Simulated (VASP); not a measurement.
Here is a VASP 6.6.1 calculation.

INCAR

```
PREC = Accurate ; ENCUT = 520
EDIFF = 1E-6 ; ISMEAR = 0
SIGMA = 0.05 ; LREAL = F
LASPH = T ; NELM = 100
ALGO = Normal ; ISIF = 2
LWAVE = F ; LCHARG = F
GGA = PE ; NBANDS = 12
```

File KPOINTS:

```
Automatic mesh
0
Gamma
  14 14 14
```

POSCAR

```
Cd
1.0
   -1.8961250635      1.8961250635      1.8961250635
    1.8961250635     -1.8961250635      1.8961250635
    1.8961250635      1.8961250635     -1.8961250635
Cd
1
Direct
    0.0000000000      0.0000000000      0.0000000000
```

Potentials or basis: VASP PAW PBE potentials, release 64 (Cd).

Run with:

```sh
$ cat potpaw_PBE.64/Cd/POTCAR > POTCAR
$ mpirun -np 1 vasp_std > vasp.out
```

(1) What does it give for the pressure?

(2) Estimate the band gap on the k mesh.

Answers

(1) -3.1 GPa.

(2) zero (bands 6 and 7 overlap by 4.47 eV).

Caveat: the cell stands under tension.
